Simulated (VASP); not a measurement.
TiSb2, 6 atoms in the cell. Symmetry: I4/mcm, No. 140, tetragonal system. Conventional cell: a = 6.425 Å, b = 6.425 Å, c = 5.511 Å, α = 90.00°, β = 90.00°, γ = 90.00°. Ti (site symmetry 422) has 2 Ti at 2.76 Å and 8 Sb at 2.80 Å within 3.6 Å. Sb (site symmetry m2m) has 11 Sb at 2.78 to 3.45 Å and 4 Ti at 2.80 Å within 3.7 Å. 

* Program: VASP 6.6.1
* Task: relaxation of cell and atoms
* Functional: PBEsol
* Potentials or basis: VASP PAW PBE potentials, release 64 (Ti_sv, Sb)
* Cutoff: 600 eV
* k mesh: 8 × 8 × 8
* Occupations: gaussian, width 0.1 eV
* Spin: no spin polarisation
* Target pressure: 12 GPa
* Dipole correction: no
* Further INCAR settings: ALGO = Normal; EDIFF = 1e-07; IBRION = 2; EDIFFG = -0.008; NSW = 70; ISIF = 3

Potentials or basis: VASP PAW PBE potentials, release 64 (Ti_sv, Sb).

Command:

```sh
$ cat potpaw_PBE.64/Ti_sv/POTCAR potpaw_PBE.64/Sb/POTCAR > POTCAR
$ mpirun -np 1 vasp_std > vasp.out
```

Hardware: 1 thread of Intel(R) Xeon(R) 6975P-C (Granite Rapids), with other jobs on the host.

**Question.** Estimate the wall time of this run.

**Answer.** It took 5.8 min on 1 thread of Intel(R) Xeon(R) 6975P-C (Granite Rapids) (shared host), peak memory 0.4 GiB. Counts: scf iterations 49, k points 59, ion steps 5.
